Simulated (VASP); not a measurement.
# AgCl in VASP: further runs, part 2 of 2

VASP 6.6.1. The steps go on from the part before.

### Step 3. Single point, PBE (strained and its atoms moved)

Input file INCAR:

```
SYSTEM = AgCl
PREC     = Accurate       ! precision mode
ENCUT    = 500            ! plane-wave cutoff, eV
EDIFF    = 1E-6           ! SCF threshold, eV
ISMEAR   = 0              ! smearing method
SIGMA    = 0.02           ! smearing width, eV
LREAL    = .FALSE.        ! projectors in reciprocal space
LASPH    = .TRUE.         ! aspherical terms in the spheres
NELM     = 120            ! most SCF steps
ALGO     = Normal         ! electronic algorithm
ISIF     = 2              ! what is computed and relaxed
LWAVE    = .FALSE.        ! write WAVECAR
LCHARG   = .FALSE.        ! write CHGCAR
GGA      = PE             ! functional
NBANDS   = 26             ! bands
GGA_COMPAT= .FALSE.
```

Input file KPOINTS:

```
regular mesh
0
G
  8 8 6
  0 0 0
```

Input file POSCAR:

```
AgCl
1.0
    3.8968383756      0.0000000000      0.1485931014
    0.0000000000      4.0688170622      0.0000000000
   -0.3340934022      0.0000000000      5.9104534206
Ag Cl
2 2
Direct
    0.1419789397      0.2540302957      0.2315886791
    0.8580210603      0.7540302957      0.7684113209
    0.6325243063      0.7459697043      0.2669208529
    0.3674756937      0.2459697043      0.7330791471
```

Potentials or basis: VASP PAW PBE potentials, release 64 (Ag, Cl).

Run with:

```bash
$ cat potpaw_PBE.64/Ag/POTCAR potpaw_PBE.64/Cl/POTCAR > POTCAR
$ mpirun -np 1 vasp_std > vasp.out
```

OUTCAR:

```text
SYSTEM = AgCl
   PREC = Accurate
   ENCUT = 500
   EDIFF = 1E-6
   ISMEAR = 0
   LREAL = .FALSE.
   LASPH = .TRUE.
   NELM = 120
   ISIF = 2
   GGA = PE

 ion  position               nearest neighbor table
   1  0.142  0.254  0.232-   3 2.77   3 2.82   3 2.83   3 2.88   4 3.08   4 3.09   2 3.57   2 3.57

   2  0.858  0.754  0.768-   4 2.77   4 2.82   4 2.83   4 2.88   3 3.08   3 3.09   1 3.57   1 3.57

   3  0.633  0.746  0.267-   1 2.77   1 2.82   1 2.83   1 2.88   2 3.08   2 3.09
   4  0.367  0.246  0.733-   2 2.77   2 2.82   2 2.83   2 2.88   1 3.08   1 3.09

  LATTYP: Found a simple monoclinic cell.
 ALAT       =     3.8996704009
 B/A-ratio  =     1.0433746045
 C/A-ratio  =     1.5180483831
 COS(beta)  =    -0.0183514893

  Lattice vectors:

 A1 = (   3.8968383756,   0.0000000000,   0.1485931014)
 A2 = (   0.0000000000,   4.0688170622,   0.0000000000)
 A3 = (  -0.3340934022,   0.0000000000,   5.9104534206)

Analysis of symmetry for initial positions (statically):
=====================================================================
 Subroutine PRICEL returns:
 Original cell was already a primitive cell.

 Routine SETGRP: Setting up the symmetry group for a
 simple monoclinic supercell.

[... 168 lines left out ...]
  free energy    TOTEN  =       -10.56495870 eV

  energy without entropy =      -10.56495870  energy(sigma->0) =      -10.56495870

 E-fermi :   2.9124     XC(G=0):  -9.5064

 val. band max:        2.8002279852   @ k =   0.5000   0.0000   0.5000
 cond. band min:       3.3476440449   @ k =   0.0000   0.0000   0.0000
 fundamental gap:      0.5474160596
 Fermi energy:         2.9123679886

 k-point     1 :       0.0000    0.0000    0.0000
  band No.  band energies     occupation
      1     -11.8203      2.00000
      2     -11.4146      2.00000
      3      -0.9331      2.00000
      4      -0.0667      2.00000
      5       0.0768      2.00000
      6       0.1166      2.00000
[... 685 lines left out ...]
     25      12.8279      0.00000
     26      12.8279      0.00000

 [... further k-points ...]
[... 5 lines left out ...]
  --------------------------------------------------------------------------------------
  -------------------------------------------------------------------------------------
  Total       -2.0271181     -1.9152460     -1.0330607      0.0000000      0.0000000     -0.1614792
  in kB      -34.5822467    -32.6737290    -17.6238174      0.0000000      0.0000000     -2.7548036
  external PRESSURE =     -28.2932644 kB  Pullay stress =       0.0000000 kB

 VOLUME and BASIS-vectors are now :
 -----------------------------------------------------------------------------
  energy-cutoff  :      500.00
  volume of cell :       93.92
      direct lattice vectors                 reciprocal lattice vectors
     3.896838376  0.000000000  0.148593101     0.256066358  0.000000000  0.014474368
     0.000000000  4.068817062  0.000000000     0.000000000  0.245771679  0.000000000
    -0.334093402  0.000000000  5.910453421    -0.006437695  0.000000000  0.168827861

 POSITION                                       TOTAL-FORCE (eV/Angst)
 -----------------------------------------------------------------------------------
      0.47590      1.03360      1.38989         0.011983     -0.018644      0.009568
      3.08685      3.06801      4.66916        -0.011983     -0.018644     -0.009568
      2.37567      3.03521      1.67161         0.327930      0.018644     -0.240556
      1.18708      1.00081      4.38743        -0.327930      0.018644      0.240556
 -----------------------------------------------------------------------------------
    total drift:                               -0.000000      0.000395      0.000006

  FREE ENERGIE OF THE ION-ELECTRON SYSTEM (eV)
  ---------------------------------------------------
  free  energy   TOTEN  =       -10.5649587006 eV

  energy  without entropy=      -10.5649587006  energy(sigma->0) =      -10.56495870
```

OSZICAR:

```text
N       E                     dE             d eps       ncg     rms          rms(c)
DAV:   1     0.223598369590E+03    0.22360E+03   -0.16931E+04  6760   0.122E+03
DAV:   2     0.177533766008E+01   -0.22182E+03   -0.21148E+03  7756   0.267E+02
DAV:   3    -0.109386614274E+02   -0.12714E+02   -0.12611E+02  8010   0.646E+01
DAV:   4    -0.110775790186E+02   -0.13892E+00   -0.13880E+00  7772   0.746E+00
DAV:   5    -0.110796059734E+02   -0.20270E-02   -0.20268E-02  7856   0.924E-01    0.642E+00
DAV:   6    -0.105779045174E+02    0.50170E+00   -0.82775E-01  7904   0.910E+00    0.448E+00
DAV:   7    -0.105692740876E+02    0.86304E-02   -0.32724E-01  7150   0.321E+00    0.240E+00
DAV:   8    -0.105651577608E+02    0.41163E-02   -0.18551E-02  7540   0.117E+00    0.466E-01
DAV:   9    -0.105647550785E+02    0.40268E-03   -0.31638E-03  7958   0.647E-01    0.924E-02
DAV:  10    -0.105648947647E+02   -0.13969E-03   -0.49528E-04  7402   0.136E-01    0.594E-02
DAV:  11    -0.105649615929E+02   -0.66828E-04   -0.70246E-05  6964   0.749E-02    0.264E-02
DAV:  12    -0.105649584103E+02    0.31826E-05   -0.96342E-06  7546   0.402E-02    0.277E-03
DAV:  13    -0.105649587006E+02   -0.29030E-06   -0.17034E-06  5244   0.703E-03
   1 F= -.10564959E+02 E0= -.10564959E+02  d E =-.735132E-18
```

stdout:

```text
POSCAR found type information on POSCAR AgCl
 POSCAR found :  2 types and       4 ions
 scaLAPACK will be used
 LDA part: xc-table for (Slater+PW92), standard interpolation
 POSCAR, INCAR and KPOINTS ok, starting setup
 FFT: planning ... GRIDC
 FFT: planning ... GRID_SOFT
 FFT: planning ... GRID
 WAVECAR not read
 entering main loop
```

Run time: 76 s. Hardware: 1 thread of Intel Xeon 6975P-C (Granite Rapids), shared host; peak memory 0.36 GiB.

Results:

| Property | Result |
| --- | --- |
| Free energy | -10.5650 eV |
| Pressure | -2.8 GPa |
| Largest force | 0.407 eV/Å |
| Band gap on the k mesh | 0.55 eV (least direct gap 1.85 eV) |

Forces on the atoms (eV/Å):
```
Ag   0.012 -0.019  0.010
Ag  -0.012 -0.019 -0.010
Cl   0.328  0.019 -0.241
Cl  -0.328  0.019  0.241
```

Caveat: the cell differs from its parent crystal (strained and its atoms moved). A k mesh can miss the band edges.
